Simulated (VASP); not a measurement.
The system is HfC.

```
Hf C
1.0
     2.90089    0.00000    0.00000
     0.00000    2.90089    0.00000
     0.00000    0.00000    2.90089
Hf C
1 1
Direct
  0.00000 0.00000 0.00000
  0.50000 0.50000 0.50000
```

Program: VASP 6.6.1. Alike in all runs: task single point; no spin polarisation; cell as given; cutoff (eV) 520; smearing gaussian 0.05 eV.

Problem. Order these runs on this cell by their pressure, lowest first.
A. level PBE; potentials or basis VASP PAW PBE potentials, release 64 (Hf_pv, C); k mesh 12 × 12 × 12
B. level PBE+D3(BJ); potentials or basis VASP PAW PBE potentials, release 64 (Hf_pv, C); k mesh 18 × 18 × 18
C. level r2SCAN; potentials or basis VASP PAW PBE potentials, release 64 (Hf_pv, C); k mesh 12 × 12 × 12
D. level PBE+U; potentials or basis VASP PAW PBE potentials, release 64 (Hf_pv, C); U Hf d U = 1.0 eV; k mesh 12 × 12 × 12
E. level LDA; potentials or basis VASP PAW LDA potentials, release 64 (Hf_pv, C); k mesh 12 × 12 × 12

Solution. E (-12.9 GPa), B (-6.3 GPa), C (-4.5 GPa), A (-1.4 GPa), D (2.1 GPa).

Caveats: U without spin polarisation on a metal has little footing (some runs); the U is typed as a test and isn't derived for this compound (some runs); pairwise dispersion overbinds metals, which lowers pressure and volume (some runs); the PAW data sets were made with another functional, which shifts forces and pressure a little (some runs).
